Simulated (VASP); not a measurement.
Input of a VASP 6.6.1 run:

File INCAR:

```
SYSTEM = Ti
PREC = Accurate
ENCUT = 520
EDIFF = 1E-6
ISMEAR = 0
SIGMA = 0.15
LREAL = .FALSE.
LASPH = .TRUE.
NELM = 80
ALGO = Fast
ISIF = 2
LWAVE = .FALSE.
LCHARG = .FALSE.
GGA = PS
NBANDS = 19
```

Contents of KPOINTS:

```
Automatic mesh
0
G
  18 18 10
  0 0 0
```

Contents of POSCAR:

```
Ti
1.0
    2.9942478283      0.0000000000      0.0000000000
   -1.4971239141      2.5930946845      0.0000000000
    0.0000000000      0.0000000000      4.7562900000
Ti
2
Direct
    0.3333333333      0.6666666667      0.2500000000
    0.6666666667      0.3333333333      0.7500000000
```

Potentials or basis: VASP PAW PBE potentials, release 64 (Ti_sv).

Launch:

```bash
$ cat potpaw_PBE.64/Ti_sv/POTCAR > POTCAR
$ mpirun -np 1 vasp_std > vasp.out
```

Task: What does it give for the band gap on the k mesh?

Result: Zero (bands 12 and 13 overlap by 1.07 eV).

Task: What does it give for the pressure?

Result: -10.3 GPa.

Stress tensor (GPa, compression positive):
```
-10.06   0.00   0.00
  0.00 -10.06   0.00
  0.00   0.00 -10.65
```

Caveat: the cell differs from its parent crystal (strain +0.015 along x and y, +0.015 along z); the cell stands under tension; the PAW data sets were made with another functional, which shifts forces and pressure a little.
